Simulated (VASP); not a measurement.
Write the native input for VASP 6.6.1 that does the following.

```yaml
Task: single point
Functional: r2SCAN
Potentials_or_basis: VASP PAW PBE potentials, release 64 (Hg)
Cutoff: 520 eV
k_mesh: 11 × 11 × 11
Occupations: fermi-dirac, width 0.1 eV
Spin: no spin polarisation
Dipole_correction: no
Further_INCAR_settings: ALGO = Normal; EDIFF = 1e-07; NBANDS = 12
```

The system is Hg.

```xyz
1
Lattice="1.8779 1.0842 2.1547 -1.8779 1.0842 2.1547 0.0000 -2.1684 2.1547" Properties=species:S:1:pos:R:3 pbc="T T T"
Hg    0.0000    0.0000    0.0000
```

The input as run:

POSCAR

```
Hg
1.0
    1.8778598896      1.0841829127      2.1547278701
   -1.8778598896      1.0841829127      2.1547278701
    0.0000000000     -2.1683658255      2.1547278701
Hg
1
Direct
    0.0000000000      0.0000000000      0.0000000000
```

INCAR.step1

```
PREC = Accurate
ENCUT = 520
ISMEAR = -1
SIGMA = 0.1
LREAL = False
LASPH = True
NELM = 80
NBANDS = 12
GGA = PE
ALGO = Normal
EDIFF = 1E-4
LWAVE = True
LCHARG = False
```

INCAR.step2

```
PREC = Accurate
ENCUT = 520
EDIFF = 1E-7
ISMEAR = -1
SIGMA = 0.1
LREAL = False
LASPH = True
NELM = 80
ALGO = Normal
ISIF = 2
LWAVE = False
LCHARG = False
METAGGA = R2SCAN
LMIXTAU = True
NBANDS = 12
ISTART = 1
```

KPOINTS

```
Automatic mesh
0
Gamma
  11 11 11
```

Potentials or basis: VASP PAW PBE potentials, release 64 (Hg).

Command:

```bash
$ cat potpaw_PBE.64/Hg/POTCAR > POTCAR
$ cp INCAR.step1 INCAR
$ mpirun -np 1 vasp_std > vasp.out
$ cp INCAR.step2 INCAR
$ mpirun -np 1 vasp_std > vasp.out
```

It gave:

| Property | Result |
| --- | --- |
| Pressure | 0.4 GPa |
| Band gap on the k mesh | zero (bands 6 and 7 overlap by 2.63 eV) |

Caveat: the PAW data sets were made with another functional, which shifts forces and pressure a little; spin-orbit coupling is left out, which moves the levels of the heavy elements.

Run time: 34 s on 1 thread of Intel(R) Xeon(R) 6975P-C (Granite Rapids), on a shared host, peak memory 0.17 GiB.
